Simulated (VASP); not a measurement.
V: single point with PBEsol

The system is V.

```
V
1.0
     2.60429    0.00000    0.00000
    -1.30215    2.25538    0.00000
     0.00000    0.00000    4.72334
V
2
Direct
  0.33333 0.66667 0.25000
  0.66667 0.33333 0.75000
```

This isn't the form of V at room conditions, which is bcc.

```json
{"Program": "VASP 6.6.1", "Task": "single point", "Functional": "PBEsol", "Potentials or basis": "VASP PAW PBE potentials, release 64 (V_sv)", "Cutoff": "520 eV", "k mesh": "10 × 10 × 5", "Occupations": "fermi-dirac, width 0.05 eV", "Spin": "collinear spin, ferromagnetic start", "Starting moments": "[1.5, 1.5] μB", "Fixed moment": "3 μB"}
```

| Quantity | Value |
| --- | --- |
| Pressure | 2.5 GPa |
| Net moment | 3.00 μB per cell |
| Site moments | V +1.27 μB |
| Valence electrons inside the program's atomic spheres | V 11.64 |

Stress tensor (GPa, compression positive):
```
 7.52  0.00  0.00
 0.00  7.52  0.00
 0.00  0.00 -7.45
```

Run time: 31 s on 1 thread of Intel(R) Xeon(R) Platinum 8488C (Sapphire Rapids), with other jobs on the host, peak memory 0.16 GiB.

Caveat: the stress differs along the axes, from -7 to 8 GPa; the PAW data sets were made with another functional, which shifts forces and pressure a little; the total moment is fixed, so each spin has its own Fermi level and the state may be an excited one.
